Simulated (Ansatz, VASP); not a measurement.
**TaAl2N3 in VASP and in Ansatz**

Contents of INCAR:

```
SYSTEM = TaAl2N3
PREC = Accurate ; ENCUT = 520
EDIFF = 1E-6 ; ISMEAR = 0
SIGMA = 0.1 ; LREAL = .FALSE.
LASPH = .TRUE. ; NELM = 150
ALGO = Normal ; ISIF = 2
LWAVE = .FALSE. ; LCHARG = .TRUE.
ISPIN = 2 ; MAGMOM = 1 0 0 0 0 0
LORBIT = 11 ; LMAXMIX = 4
GGA = PE ; LELF = .TRUE.
LVHAR = .TRUE. ; NBANDS = 29
```

The input KPOINTS:

```
regular mesh
0
G
  6 6 6
  0 0 0
```

Contents of POSCAR:

```
TaAl2N3
1.0
    5.0019792304      0.0000000000      0.0000000000
   -2.5009896152      4.3318410828      0.0000000000
    0.0000000000      0.0000000000      2.7424792729
Ta Al N
1 2 3
Direct
    0.0000000000      0.0000000000      0.0000000000
    0.3333333333      0.6666666667      0.5000000000
    0.6666666667      0.3333333333      0.5000000000
    0.5000000000      0.0000000000      0.0000000000
    0.5000000000      0.5000000000      0.0000000000
    0.0000000000      0.5000000000      0.0000000000
```

Input for Ansatz:

```yaml
crystal:
  lattice:
    - [5.0019792304, 0.0, 0.0]
    - [-2.5009896152, 4.3318410828, 0.0]
    - [0.0, 0.0, 2.7424792729]
  atoms:
    - { symbol: Ta, position: [0.0, 0.0, 0.0], spin: 1.0 }
    - { symbol: Al, position: [0.3333333333, 0.6666666667, 0.5] }
    - { symbol: Al, position: [0.6666666667, 0.3333333333, 0.5] }
    - { symbol: "N", position: [0.5, 0.0, 0.0] }
    - { symbol: "N", position: [0.5, 0.5, 0.0] }
    - { symbol: "N", position: [0.0, 0.5, 0.0] }
basis:
  ecutwfc: 420
kpoints:
  mp_grid: { grid: [6, 6, 6] }
hamiltonian:
  xc: pbe
scf:
  occupations: { method: gaussian, width: 0.1 }
  lower_state_search: "off"
output:
  forces: true
  stress: true
  eigenvalues: true
  populations: true
magnetization:
  spin_polarized: true
```

Alike in both runs: task single point; functional PBE; k mesh 6 × 6 × 6; occupations gaussian, width 0.1 eV; collinear spin.

|  | VASP | Ansatz |
| --- | --- | --- |
| version | VASP 6.6.1 | Ansatz 0.2.0 |
| potentials or method | VASP PAW PBE potentials, release 64 (Ta_pv, Al, N), cutoff 520 eV | scalar-relativistic, plane waves, PAW |
| valence electrons in the cell | 32 | 34 |

```csv
,VASP,Ansatz,Ansatz less VASP
gap on the k mesh at the Fermi level (eV),none,none,-
pressure (GPa),-0.1,0.0,+0.09
"traceless stress, the component that is largest in VASP (GPa)",-0.17,0.00,+0.170
net moment per atom (μB),0.00,0.00,0.000
```

A gap of «none» marks a metal or a gap that the smearing closes. The functional is the same, so the differences come from potentials, cutoffs and numerics. VASP's potentials hold 32 valence electrons a cell and Ansatz's 34, so a difference there can come from the potentials and not from the codes. Ansatz's warnings: seeded moment not kept.

The k mesh is coarse, so the values compare programs but aren't converged. Spin-orbit coupling is off throughout.
